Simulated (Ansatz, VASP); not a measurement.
**One calculation of V, two programs**

```
V
1.0
    -1.49808    1.49808    1.49808
     1.49808   -1.49808    1.49808
     1.49808    1.49808   -1.49808
V
1
Direct
  0.00000 0.00000 0.00000
```

Alike in both runs: functional PBE; k mesh 15 × 15 × 15; occupations fermi-dirac, width 0.05 eV; collinear spin.

Ansatz relaxed the structure, and its values are those at the end. VASP's run is a single point on that final structure, the one shown.

```csv
,VASP,Ansatz
version,VASP 6.6.1,Ansatz 0.2.0
potentials or method,"VASP PAW PBE potentials, release 64 (V_sv), cutoff 520 eV","plane waves (420 eV) with PAW, scalar-relativistic"
valence electrons in the cell,13,13
```

|  | VASP | Ansatz | Ansatz less VASP |
| --- | --- | --- | --- |
| pressure (GPa) | 0.2 | 0.0 | -0.23 |
| net moment per atom (μB) | 0.00 | 0.00 | 0.000 |

Ansatz's warnings: seeded moment not kept.
